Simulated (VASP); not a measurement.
Here is a VASP 6.6.1 calculation.

Contents of INCAR:

```
PREC = Accurate
ENCUT = 520
EDIFF = 1E-7
ISMEAR = 0
SIGMA = 0.15
LREAL = False
LASPH = True
NELM = 80
ALGO = Normal
ISIF = 2
LWAVE = False
LCHARG = False
GGA = CA
NBANDS = 14
```

Contents of KPOINTS:

```
Automatic mesh
0
Gamma
  18 18 18
```

POSCAR

```
HfN
1.0
    0.0000000000      2.1892961657      2.2339756793
    2.1892961657      0.0000000000      2.2339756793
    2.1892961657      2.1892961657      0.0000000000
Hf N
1 1
Direct
   -0.0015807754      0.0015807754      0.0015807754
    0.5201434601      0.4798565399      0.4798565399
```

Potentials or basis: VASP PAW LDA potentials, release 64 (Hf_pv, N).

Run with:

```bash
$ cat potpaw_LDA.64/Hf_pv/POTCAR potpaw_LDA.64/N/POTCAR > POTCAR
$ mpirun -np 1 vasp_std > vasp.out
```

**Question.** Estimate the pressure.

**Answer.** 14.1 GPa.

**Question.** Estimate the largest force.

**Answer.** 1.539 eV/Å.

Stress tensor (GPa, compression positive):
```
21.69  0.00  0.00
 0.00 16.84  0.00
 0.00  0.00  3.85
```

Caveat: forces of over 1 eV/Å act on the atoms, so gaps and moduli don't describe the material at rest.
